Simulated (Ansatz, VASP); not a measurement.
One calculation of MgS, two programs

```xyz
2
Lattice="0.0000 2.5575 2.5575 2.5575 0.0000 2.5575 2.5575 2.5575 0.0000" Properties=species:S:1:pos:R:3 pbc="T T T"
Mg    0.0000    0.0000    0.0000
S     2.5575    2.5575    2.5575
```

Change from the starting cell: volume scaled by 0.95.

Alike in both runs: task single point; functional PBE; k mesh 10 × 10 × 10; occupations fermi-dirac, width 0.03 eV; no spin polarisation.

|  | VASP | Ansatz |
| --- | --- | --- |
| version | VASP 6.6.1 | Ansatz 0.2.0 |
| potentials or method | VASP PAW PBE potentials, release 64 (Mg, S), cutoff 600 eV | all-electron LAPW, scalar-relativistic |

|  | VASP | Ansatz | Ansatz less VASP |
| --- | --- | --- | --- |
| gap on the k mesh at the Fermi level (eV) | 2.89 | 2.89 | +0.009 |
| pressure (GPa) | 5.3 | 5.6 | +0.28 |

Ansatz ran all-electron here, and VASP with PAW potentials.
